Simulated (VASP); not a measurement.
Crystal: CdO2.

```
Cd O
1.0
     5.40472    0.00000    0.00000
     0.00000    5.40472    0.00000
     0.00000    0.00000    5.40472
Cd O
4 8
Direct
  0.50000 0.00000 0.00000
  0.00000 0.00000 0.50000
  0.00000 0.50000 0.00000
  0.50000 0.50000 0.50000
  0.08032 0.41968 0.58032
  0.41968 0.58032 0.08032
  0.58032 0.08032 0.41968
  0.91968 0.91968 0.91968
  0.08032 0.08032 0.08032
  0.41968 0.91968 0.58032
  0.58032 0.41968 0.91968
  0.91968 0.58032 0.41968
```

```yaml
Program: VASP 6.6.1
Task: relaxation of cell and atoms
Functional: r2SCAN
Potentials_or_basis: VASP PAW PBE potentials, release 64 (Cd, O)
Cutoff: 600 eV
k_mesh: 4 × 4 × 4
Occupations: gaussian, width 0.1 eV
Spin: no spin polarisation
```

At the start: pressure -4.9 GPa; volume 13.16 Å³/atom.

Q: Where does the relaxation end?

A: Over 5 steps the energy falls by 8.9 meV/atom and the volume is 12.60 Å³/atom (-4.2 %); space group Pa-3 (No. 205, to 0.1 Å) before and after.

Step by step:
| step | energy change (eV) | largest force (eV/Å) | pressure (GPa) | volume (Å³) |
| --- | --- | --- | --- | --- |
| 1 | 0.0000 | 0.0073 | -4.94 | 157.88 |
| 2 | -0.0743 | 0.4552 | 2.73 | 148.78 |
| 3 | -0.0989 | 0.2985 | -0.03 | 151.70 |
| 4 | -0.1000 | 0.2638 | 0.12 | 150.68 |
| 5 | -0.1071 | 0.0026 | 0.04 | 151.18 |

Final structure:
```yaml
crystal:
  lattice:
    - [5.32714, 0.00000, 0.00000]
    - [0.00000, 5.32714, 0.00000]
    - [0.00000, 0.00000, 5.32714]
  atoms:
    - { symbol: Cd, position: [0.50000, 0.00000, 0.00000] }
    - { symbol: Cd, position: [0.00000, 0.00000, 0.50000] }
    - { symbol: Cd, position: [0.00000, 0.50000, 0.00000] }
    - { symbol: Cd, position: [0.50000, 0.50000, 0.50000] }
    - { symbol: O, position: [0.08104, 0.41896, 0.58104] }
    - { symbol: O, position: [0.41896, 0.58104, 0.08104] }
    - { symbol: O, position: [0.58104, 0.08104, 0.41896] }
    - { symbol: O, position: [0.91896, 0.91896, 0.91896] }
    - { symbol: O, position: [0.08104, 0.08104, 0.08104] }
    - { symbol: O, position: [0.41896, 0.91896, 0.58104] }
    - { symbol: O, position: [0.58104, 0.41896, 0.91896] }
    - { symbol: O, position: [0.91896, 0.58104, 0.41896] }
```

Caveat: the PAW data sets were made with another functional, which shifts forces and pressure a little.
